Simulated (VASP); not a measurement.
A run of VASP 6.6.1 is set up as follows.

File POSCAR:

```
Be18S
1.0
    4.5800000000      0.0000000000      0.0000000000
    3.4350000000      5.9495950000      0.0000000000
    0.0000000000      0.0000000000     16.5884300000
Be S
18 1
Direct
    0.0000000000      0.0000000000      0.0602829804
    0.5000000000      0.0000000000      0.0602829804
    0.0000000420      0.3333332773      0.0602829804
    0.5000000420      0.3333332773      0.0602829804
   -0.0000000420      0.6666667227      0.0602829804
    0.4999999580      0.6666667227      0.0602829804
   -0.1689633997      0.2241488706      0.1699405550
    0.3300974892      0.2242903929      0.1703078592
   -0.1502289057      0.5482268961      0.1733123629
    0.3466869230      0.5509376689      0.1664742836
   -0.1559721767      0.8837806607      0.1705430833
    0.3354928912      0.8835492164      0.1700138591
    0.0067950308      0.0014488381      0.2743876907
    0.5020142606     -0.0009861175      0.2770081316
   -0.0123012412      0.3265501265      0.2803115786
    0.5036399710      0.3114529644      0.2802539481
    0.0214760356      0.6693102640      0.2842501069
    0.5158890327      0.6831628035      0.2801626797
    0.4405493232      0.5216434060      0.3708863949
```

INCAR.step1

```
PREC     = Accurate       # precision mode
ENCUT    = 520            # plane-wave cutoff, eV
ISMEAR   = 0              # smearing method
SIGMA    = 0.05           # smearing width, eV
LREAL    = Auto         
LASPH    = True           # aspherical terms in the spheres
NELM     = 100            # most SCF steps
NBANDS   = 36             # bands
GGA      = PE             # functional
ALGO     = Normal         # electronic algorithm
EDIFF    = 1E-4           # SCF threshold, eV
LWAVE    = True           # write WAVECAR
LCHARG   = False          # write CHGCAR
```

Contents of INCAR.step2:

```
PREC     = Accurate       # precision mode
ENCUT    = 520            # plane-wave cutoff, eV
EDIFF    = 1E-6           # SCF threshold, eV
ISMEAR   = 0              # smearing method
SIGMA    = 0.05           # smearing width, eV
LREAL    = Auto         
LASPH    = True           # aspherical terms in the spheres
NELM     = 100            # most SCF steps
ALGO     = Normal         # electronic algorithm
ISIF     = 2              # what is computed and relaxed
LWAVE    = False          # write WAVECAR
LCHARG   = False          # write CHGCAR
METAGGA  = R2SCAN         # meta-GGA
LMIXTAU  = True         
IVDW     = 12             # dispersion correction
VDW_S6   = 1.0          
VDW_S8   = 0.78981345   
VDW_A1   = 0.49484001   
VDW_A2   = 5.73083694   
NBANDS   = 36             # bands
ISTART   = 1
```

File KPOINTS:

```
regular mesh
0
Gamma
  5 4 1
```

Potentials or basis: VASP PAW PBE potentials, release 64 (Be, S).

Launch:

```sh
$ cat potpaw_PBE.64/Be/POTCAR potpaw_PBE.64/S/POTCAR > POTCAR
$ cp INCAR.step1 INCAR
$ mpirun -np 1 vasp_std > vasp.out
$ cp INCAR.step2 INCAR
$ mpirun -np 1 vasp_std > vasp.out
```

Problem. Estimate the band gap on the k mesh.

Solution. Zero (bands 21 and 22 overlap by 0.60 eV).

Problem. Estimate the dispersion energy per atom.

Solution. -0.097 eV.

Problem. Predict the largest force.

Solution. 0.388 eV/Å.

Forces on the atoms (eV/Å):
```
Be  -0.062 -0.042  0.201
Be   0.138 -0.070 -0.304
Be   0.130  0.099  0.158
Be  -0.070 -0.153 -0.017
Be  -0.199  0.036 -0.053
Be   0.245  0.053  0.014
Be   0.018  0.004 -0.016
Be   0.022 -0.012 -0.025
Be   0.012 -0.018  0.022
Be   0.014 -0.015 -0.007
Be   0.002 -0.009  0.042
Be   0.001  0.008 -0.005
Be   0.007  0.012  0.012
Be  -0.012  0.005  0.002
Be   0.018 -0.034 -0.065
Be   0.011 -0.035 -0.013
Be   0.025 -0.030  0.089
Be   0.028 -0.003 -0.024
S   -0.329  0.205 -0.011
```

Caveat: there is no dipole correction, which matters where the two faces differ; the PAW data sets were made with another functional, which shifts forces and pressure a little.
